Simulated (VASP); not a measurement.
# TiSn7O16 (a cell with a defect) in VASP: electric field gradients with PBE

Aim: the electric field gradients of TiSn7O16 (a cell with a defect) with PBE.

Program: VASP 6.6.1. These are calculated values, not measurements. Logs are shortened: lines on timing, memory, paths and dates and some standing lists are left out, and cuts for length are marked.

## 1. The cell of the first run

The cell holds a defect, 24 atoms: a = 7.420 Å, b = 7.420 Å, c = 7.420 Å, α = 100.63°, β = 100.63°, γ = 129.13°.

## 2. Electric field gradients, PBE

The input, INCAR:

```
ALGO = Normal
EDIFF = 1E-8
ENCUT = 520
GGA = PE
ISIF = 2
ISMEAR = -1
LASPH = True
LCHARG = False
LEFG = True
LREAL = Auto
LWAVE = False
NBANDS = 121
NELM = 100
PREC = Accurate
SIGMA = 0.01
```

The input, KPOINTS:

```
k-points
0
Gamma
  4 4 4
```

The input, POSCAR:

```
TiSn7O16
1.0
   -4.7380000000      4.7380000000      3.1865000000
    4.7380000000     -4.7380000000      3.1865000000
    4.7380000000      4.7380000000     -3.1865000000
Ti Sn O
1 7 16
Direct
    0.0000000000      0.0000000000      0.0000000000
    0.5000000000      0.5000000000      0.0000000000
    0.5000000000      0.0000000000      0.5000000000
    0.0000000000      0.5000000000      0.5000000000
    0.5000000000      0.5000000000      0.5000000000
    0.0000000000      0.0000000000      0.5000000000
    0.0000000000      0.5000000000      0.0000000000
    0.5000000000      0.0000000000      0.0000000000
    0.1535500000      0.1535500000      0.3071000000
    0.6535500000      0.6535500000      0.3071000000
    0.6535500000      0.1535500000      0.8071000000
    0.1535500000      0.6535500000      0.8071000000
    0.6535500000      0.3464500000      0.5000000000
    0.1535500000      0.8464500000      0.5000000000
    0.1535500000      0.3464500000      0.0000000000
    0.6535500000      0.8464500000      0.0000000000
    0.3464500000      0.3464500000      0.6929000000
    0.8464500000      0.8464500000      0.6929000000
    0.8464500000      0.3464500000      0.1929000000
    0.3464500000      0.8464500000      0.1929000000
    0.3464500000      0.6535500000      0.5000000000
    0.8464500000      0.1535500000      0.5000000000
    0.8464500000      0.6535500000      0.0000000000
    0.3464500000      0.1535500000      0.0000000000
```

Potentials or basis: VASP PAW PBE potentials, release 64 (Ti_sv, Sn_d, O).

Command:

```bash
cat potpaw_PBE.64/Ti_sv/POTCAR potpaw_PBE.64/Sn_d/POTCAR potpaw_PBE.64/O/POTCAR > POTCAR
mpirun -np 1 vasp_std > vasp.out
```

OUTCAR:

```text
EDIFF = 1E-8
   ENCUT = 520
   GGA = PE
   ISIF = 2
   ISMEAR = -1
   LASPH = True
   LREAL = Auto
   NELM = 100
   PREC = Accurate

 ion  position               nearest neighbor table
   1  0.000  0.000  0.000-  15 2.05  16 2.05  23 2.05  24 2.05   9 2.06  18 2.06   2 3.19   2 3.19

   2  0.500  0.500  0.000-  15 2.05  16 2.05  23 2.05  24 2.05  10 2.06  17 2.06   1 3.19   1 3.19
                             8 3.71   5 3.71   6 3.71   5 3.71   8 3.71   7 3.71   7 3.71   6 3.71
   3  0.500  0.000  0.500-  13 2.05  14 2.05  21 2.05  22 2.05  11 2.06  20 2.06   4 3.19   4 3.19
                             8 3.71   5 3.71   6 3.71   8 3.71   5 3.71   6 3.71   7 3.71   7 3.71
   4  0.000  0.500  0.500-  13 2.05  14 2.05  21 2.05  22 2.05  12 2.06  19 2.06   3 3.19   3 3.19
                             8 3.71   5 3.71   6 3.71   7 3.71   6 3.71   5 3.71   7 3.71   8 3.71
   5  0.500  0.500  0.500-   9 2.05  18 2.05  17 2.05  10 2.05  13 2.06  21 2.06   6 3.19   6 3.19
                             4 3.71   2 3.71   2 3.71   3 3.71   4 3.71   3 3.71
   6  0.000  0.000  0.500-  10 2.05  17 2.05   9 2.05  18 2.05  14 2.06  22 2.06   5 3.19   5 3.19
                             4 3.71   2 3.71   4 3.71   3 3.71   3 3.71   2 3.71
   7  0.000  0.500  0.000-  11 2.05  20 2.05  19 2.05  12 2.05  15 2.06  23 2.06   8 3.19   8 3.19
                             4 3.71   2 3.71   4 3.71   2 3.71   3 3.71   3 3.71
   8  0.500  0.000  0.000-  12 2.05  19 2.05  11 2.05  20 2.05  16 2.06  24 2.06   7 3.19   7 3.19
                             4 3.71   2 3.71   3 3.71   2 3.71   3 3.71   4 3.71
   9  0.154  0.154  0.307-   5 2.05   6 2.05   1 2.06
  10  0.654  0.654  0.307-   6 2.05   5 2.05   2 2.06
  11  0.654  0.154  0.807-   7 2.05   8 2.05   3 2.06
  12  0.154  0.654  0.807-   8 2.05   7 2.05   4 2.06
  13  0.654  0.346  0.500-   3 2.05   4 2.05   5 2.06
  14  0.154  0.846  0.500-   3 2.05   4 2.05   6 2.06
[... 8 lines left out ...]
  23  0.846  0.654  0.000-   1 2.05   2 2.05   7 2.06
  24  0.346  0.154  0.000-   1 2.05   2 2.05   8 2.06

  LATTYP: Found a body centered tetragonal cell.
 ALAT       =     9.4760000000
 C/A-ratio  =     0.6725411566

  Lattice vectors:

 A1 = (  -4.7380000000,   4.7380000000,   3.1865000000)
 A2 = (   4.7380000000,  -4.7380000000,   3.1865000000)
 A3 = (   4.7380000000,   4.7380000000,  -3.1865000000)

Analysis of symmetry for initial positions (statically):
=====================================================================
 Subroutine PRICEL returns:
 Original cell was already a primitive cell.

 Routine SETGRP: Setting up the symmetry group for a
 body centered tetragonal supercell.

 Subroutine GETGRP returns: Found  8 space group operations
 (whereof  8 operations were pure point group operations)
 out of a pool of 16 trial point group operations.

The static configuration has the point symmetry D_2h.

Analysis of symmetry for dynamics (positions and initial velocities):
=====================================================================
 Subroutine PRICEL returns:
 Original cell was already a primitive cell.

 Routine SETGRP: Setting up the symmetry group for a
 body centered tetragonal supercell.

 Subroutine GETGRP returns: Found  8 space group operations
 (whereof  8 operations were pure point group operations)
 out of a pool of 16 trial point group operations.

The dynamic configuration has the point symmetry D_2h.

 Subroutine INISYM returns: Found  8 space group operations
 (whereof  8 operations are pure point group operations),
 and found     1 'primitive' translations

----------------------------------------------------------------------------------------

                                     Primitive cell

  volume of cell :     286.1304

  direct lattice vectors                    reciprocal lattice vectors
    -4.738000000  4.738000000  3.186500000     0.000000000  0.105529759  0.156911972
     4.738000000 -4.738000000  3.186500000     0.105529759  0.000000000  0.156911972
     4.738000000  4.738000000 -3.186500000     0.105529759  0.105529759  0.000000000

  length of vectors
     7.419640844  7.419640844  7.419640844     0.189097586  0.189097586  0.149241617

  position of ions in fractional coordinates (direct lattice)
     0.000000000  0.000000000  0.000000000
     0.500000000  0.500000000  0.000000000
     0.500000000  0.000000000  0.500000000
[... 126 lines left out ...]
   EMIN   =  10.00;   EMAX   =-10.00  energy-range for DOS
   EFERMI =   0.00;   METHOD = LEGACY
   ISMEAR =    -1;   SIGMA  =   0.01  broadening in eV -4-tet -1-fermi 0-gaus
   EFERMI_NEDOS =   21; number of points for ismear=-14 and -15
   IALGO  =     38    algorithm
   IMIX   =      4    mixing-type and parameters
     AMIX     =   0.40;   BMIX     =  1.00
     AMIX_MAG =   1.60;   BMIX_MAG =  1.00
  volume/ion in A,a.u.               =      11.92        80.45
  Fermi-wavevector in a.u.,A,eV,Ry     =   1.467267  2.772733 29.291619  2.152873
  Thomas-Fermi vector in A             =   2.582905
   LORBIT       =      0    0 simple, 1 ext, 2 COOP (PROOUT), +10 PAW based schemes
   GGA     = PE    functional components
   LHFCALC =     F    Hartree Fock is set to
   AEXX    =    0.0000 exact exchange contribution
   IVDW    =     0    specifies the selected vdW correction
   LEPSILON=     F    determine dielectric tensor
   LRPA    =     F    only Hartree local field effects (RPA)
 non-spin polarized calculation
  energy-cutoff  :      520.00
  volume of cell :      286.13
 maximum number of plane-waves:      7740
   NGX = 27   NGY = 27   NGZ = 27

 number of electron     206.0000071 magnetization

 Free energy of the ion-electron system (eV)
  ---------------------------------------------------
  ext. energy  EPLUGINS =         0.00000000
  ---------------------------------------------------
  free energy    TOTEN  =      -156.49067800 eV

  energy without entropy =     -156.49067800  energy(sigma->0) =     -156.49067800

 E-fermi :   6.1257     XC(G=0): -11.1894

 val. band max:        5.8310570016   @ k =   0.0000   0.0000   0.0000
 cond. band min:       7.5875277800   @ k =   0.0000   0.0000   0.0000
 fundamental gap:      1.7564707784
 Fermi energy:         6.1256538514

 k-point     1 :       0.0000    0.0000    0.0000
  band No.  band energies     occupation
      1     -51.5612      2.00000
      2     -27.7721      2.00000
      3     -27.7710      2.00000
      4     -27.6426      2.00000
      5     -15.2599      2.00000
      6     -15.2315      2.00000
[... 2113 lines left out ...]
    114      11.5579      0.00000
    115      12.1029      0.00000
 [bands above 115 left out]

------------------------ aborting loop because EDIFF is reached ----------------------------------------

  FORCE on cell =-STRESS in cart. coord.  units (eV):
  Direction    XX          YY          ZZ          XY          YZ          ZX
  --------------------------------------------------------------------------------------
  -------------------------------------------------------------------------------------
  Total       13.2836235     13.2836235     15.7241475     -0.8369727      0.0000000      0.0000000
  in kB       74.3811887     74.3811887     88.0468178     -4.6865997      0.0000000      0.0000000
  external PRESSURE =      78.9363984 kB  Pullay stress =       0.0000000 kB

 VOLUME and BASIS-vectors are now :
 -----------------------------------------------------------------------------
  energy-cutoff  :      520.00
  volume of cell :      286.13
      direct lattice vectors                 reciprocal lattice vectors
    -4.738000000  4.738000000  3.186500000     0.000000000  0.105529759  0.156911972
     4.738000000 -4.738000000  3.186500000     0.105529759  0.000000000  0.156911972
     4.738000000  4.738000000 -3.186500000     0.105529759  0.105529759  0.000000000

 POSITION                                       TOTAL-FORCE (eV/Angst)
 -----------------------------------------------------------------------------------
      0.00000      0.00000      0.00000         0.000000     -0.000000     -0.000000
      0.00000      0.00000      3.18650         0.000000     -0.000000     -0.000000
      0.00000      4.73800      0.00000         0.000000      0.000000     -0.000000
      4.73800      0.00000      0.00000         0.000000      0.000000     -0.000000
      2.36900      2.36900      1.59325         0.000000     -0.000000     -0.000000
      2.36900      2.36900     -1.59325         0.000000      0.000000     -0.000000
[... 16 lines left out ...]
     -0.91396      0.91396      4.77975         0.511460     -0.511460      1.313608
     -0.91396      0.91396      1.59325         0.511460     -0.511460     -1.313608
 -----------------------------------------------------------------------------------
    total drift:                                0.000000      0.000000     -0.000000

  FREE ENERGIE OF THE ION-ELECTRON SYSTEM (eV)
  ---------------------------------------------------
  free  energy   TOTEN  =      -156.4906779967 eV

  energy  without entropy=     -156.4906779967  energy(sigma->0) =     -156.49067800

 Electric field gradients (V/A^2)
---------------------------------------------------------------------
 ion       V_xx      V_yy      V_zz      V_xy      V_xz      V_yz
---------------------------------------------------------------------
   1      11.649    11.649   -23.299   -18.729     0.002     0.002
   2      20.778    20.778   -41.556   -15.167    -0.002    -0.002
   3      29.351    30.007   -59.358   -22.653    -0.002    -0.002
   4      30.007    29.351   -59.358   -22.653    -0.002    -0.002
   5      31.259    31.259   -62.519    22.746    -2.356    -2.356
   6      31.259    31.259   -62.519    22.746     2.351     2.351
[... 16 lines left out ...]
  23     -11.519   -11.519    23.039   -63.852   -11.588    11.585
  24     -11.519   -11.519    23.039   -63.852    11.585   -11.588
---------------------------------------------------------------------

 Electric field gradients after diagonalization (V/A^2)
 (convention: |V_zz| > |V_xx| > |V_yy|)
----------------------------------------------------------------------
 ion       V_xx      V_yy      V_zz     asymmetry (V_yy - V_xx)/ V_zz
----------------------------------------------------------------------
   1     -23.299    -7.080    30.378       0.534
   2      35.945     5.610   -41.556       0.730
   3      52.334     7.024   -59.358       0.763
   4      52.334     7.024   -59.358       0.763
   5      54.101     8.513   -62.614       0.728
   6      54.101     8.513   -62.614       0.728
[... 16 lines left out ...]
  23      59.663    15.708   -75.371       0.583
  24      59.663    15.708   -75.371       0.583
----------------------------------------------------------------------

           NMR quadrupolar parameters

 Cq : quadrupolar parameter    Cq=e*Q*V_zz/h
 eta: asymmetry parameters     (V_yy - V_xx)/ V_zz
 Q  : nuclear electric quadrupole moment in mb (millibarn)
----------------------------------------------------------------------
 ion       Cq(MHz)       eta       Q (mb)
----------------------------------------------------------------------
   1       0.073       0.534       1.000
   2      -0.100       0.730       1.000
   3      -0.144       0.763       1.000
   4      -0.144       0.763       1.000
   5      -0.151       0.728       1.000
   6      -0.151       0.728       1.000
[... 16 lines left out ...]
  23      -0.182       0.583       1.000
  24      -0.182       0.583       1.000
----------------------------------------------------------------------
```

Wall time 19 min (1 thread of Intel Xeon 6975P-C (Granite Rapids), shared host); peak memory 0.66 GiB.

What came out:

```
Free energy                             : -156.4907 eV
Pressure                                : 7.9 GPa
Largest force                           : 1.730 eV/Å
Band gap on the k mesh                  : 1.76 eV
Largest electric field gradient by atom : Ti +30.4; Sn -41.6, -59.4, -62.6, -60.0 (each value once); O -81.3, -105.5, -106.3, -105.1, -75.4 (each value once) V/Å²
```

Forces on the atoms (eV/Å):
```
Ti   0.000  0.000  0.000
Sn   0.000  0.000  0.000
Sn   0.000  0.000  0.000
Sn   0.000  0.000  0.000
Sn   0.000  0.000  0.000
Sn   0.000  0.000  0.000
Sn   0.000  0.000  0.000
Sn   0.000  0.000  0.000
O   -1.224 -1.224  0.000
O   -0.308 -0.308  0.000
O   -0.219 -0.253  0.000
O   -0.253 -0.219  0.000
O    0.221 -0.221  0.000
O    0.221 -0.221  0.000
O   -0.511  0.511 -1.314
O   -0.511  0.511  1.314
O    0.308  0.308  0.000
O    1.224  1.224  0.000
O    0.253  0.219  0.000
O    0.219  0.253  0.000
O   -0.221  0.221  0.000
O   -0.221  0.221  0.000
O    0.511 -0.511  1.314
O    0.511 -0.511 -1.314
```

Electric field gradients, principal values (V/Å²):
```csv
atom,least,middle,greatest (by size)
1 Ti,-7.080,-23.299,30.378
2 Sn,5.610,35.945,-41.556
3 Sn,7.024,52.334,-59.358
4 Sn,7.024,52.334,-59.358
5 Sn,8.513,54.101,-62.614
6 Sn,8.513,54.101,-62.614
7 Sn,8.154,51.802,-59.956
8 Sn,8.154,51.802,-59.956
9 O,28.996,52.310,-81.307
10 O,46.760,58.754,-105.514
11 O,48.352,57.992,-106.344
12 O,48.352,57.992,-106.344
13 O,47.328,57.724,-105.052
14 O,47.328,57.724,-105.052
15 O,15.708,59.663,-75.371
16 O,15.708,59.663,-75.371
17 O,46.760,58.754,-105.514
18 O,28.996,52.310,-81.307
19 O,48.352,57.992,-106.344
20 O,48.352,57.992,-106.344
21 O,47.328,57.724,-105.052
22 O,47.328,57.724,-105.052
23 O,15.708,59.663,-75.371
24 O,15.708,59.663,-75.371
```

Caveat: without QUAD_EFG the Cq values of the log hold for a quadrupole moment of 1 mb, not for the nuclei; spin-orbit coupling is left out, which moves the levels of the heavy elements.
